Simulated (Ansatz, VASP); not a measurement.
AlP: VASP beside Ansatz

INCAR

```
PREC = Accurate
ENCUT = 500
EDIFF = 1E-6
ISMEAR = 0
SIGMA = 0.01
LREAL = F
LASPH = T
NELM = 120
ALGO = Normal
ISIF = 2
LWAVE = F
LCHARG = F
GGA = PS
NBANDS = 11
GGA_COMPAT = F
```

The input KPOINTS:

```
regular mesh
0
Gamma
  8 8 8
```

File POSCAR:

```
AlP
1.0
    0.0000000000      2.7320000000      2.7320000000
    2.7320000000      0.0000000000      2.7320000000
    2.7320000000      2.7320000000      0.0000000000
Al P
1 1
Direct
    0.0000000000      0.0000000000      0.0000000000
    0.2500000000      0.2500000000      0.2500000000
```

Input for Ansatz:

```yaml
crystal:
  lattice:
    - [0.0, 2.732, 2.732]
    - [2.732, 0.0, 2.732]
    - [2.732, 2.732, 0.0]
  atoms:
    - { symbol: Al, position: [0.0, 0.0, 0.0] }
    - { symbol: P, position: [0.25, 0.25, 0.25] }
basis:
  ecutwfc: 420
kpoints:
  mp_grid: { grid: [8, 8, 8] }
  band_path:
    path:
      - [0.0, 0.0, 0.0]
      - [0.0, 0.0, 0.0]
      - [0.5, 0.5, 0.0]
      - [0.5, 0.5, 0.5]
      - [0.0052177357, 0.0052177357, 0.0]
      - [-0.0052177357, -0.0052177357, 0.0]
      - [0.0060249222, 0.0060249222, 0.0060249222]
      - [-0.0060249222, -0.0060249222, -0.0060249222]
      - [0.0052177357, 0.0052177357, 0.0]
      - [-0.0052177357, -0.0052177357, 0.0]
      - [0.5052177357, 0.5052177357, 0.0]
      - [0.4947822643, 0.4947822643, 0.0]
      - [0.5, 0.5052177357, 0.0052177357]
      - [0.5, 0.4947822643, -0.0052177357]
      - [0.5060249222, 0.5060249222, 0.5060249222]
      - [0.4939750778, 0.4939750778, 0.4939750778]
      - [0.4963105037, 0.5036894963, 0.5]
      - [0.5036894963, 0.4963105037, 0.5]
    npoints: 1
hamiltonian:
  xc: pbesol
  pseudopotentials: { kind: paw, azcp: { folder: soft_1 } }
scf:
  occupations: { method: fixed }
  n_extra_bands: 5
output:
  forces: true
  stress: true
  eigenvalues: true
```

Alike in both runs: task single point; functional PBEsol; k mesh 8 × 8 × 8; no spin polarisation.

```csv
,VASP,Ansatz
version,VASP 6.6.1,Ansatz 0.2.0
potentials or method,"VASP PAW PBE potentials, release 64 (Al, P), cutoff 500 eV","scalar-relativistic, plane waves, PAW"
occupations,"gaussian, width 0.01 eV",fixed
valence electrons in the cell,8,8
```

```csv
,VASP,Ansatz,Ansatz less VASP
gap on the k mesh at the Fermi level (eV),1.44,1.44,+0.002
least direct gap on the mesh (eV),3.18,3.18,-0.006
pressure (GPa),0.3,0.3,-0.04
```

VASP's potentials were made for PBE, not for PBEsol, and Ansatz warns of the same on its side.
